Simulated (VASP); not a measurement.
Runs of VASP 6.6.1 on Ni. The structure is that of space group Fd-3m (No. 227), or close to it. The cells are those of the table. 

```tsv
task	cell	k mesh	cutoff (eV)	gap on the mesh (eV)	pressure (GPa)	moment (μB)
single point	a = 3.247 Å, angles 60.0°, 2 atoms	6 × 6 × 6	520	none	(a)	1.44
single point	a = 3.540 Å, angles 60.0°, 2 atoms	20 × 20 × 20	520	none	-0.1	1.58
relaxation of cell and atoms	relaxed from a = 3.247 Å, angles 60.0°, 2 atoms	6 × 6 × 6	600	none	0.0	1.61
single point	a = 3.543 Å, angles 60.0°, 2 atoms	6 × 6 × 6	520	none	(b)	1.61
```

Alike in all rows: level PBEsol; potentials or basis VASP PAW PBE potentials, release 64 (Ni); spin collinear, ferromagnetic start; smearing gaussian 0.1 eV.

**Question.** Estimate the missing entries.

**Answer.** (a) 49.4; (b) 0.2.

Caveats: some runs use coarse meshes; the PAW data sets were made with another functional, which shifts forces and pressure a little.

A gap of «none» marks levels without a gap at the run's occupations.
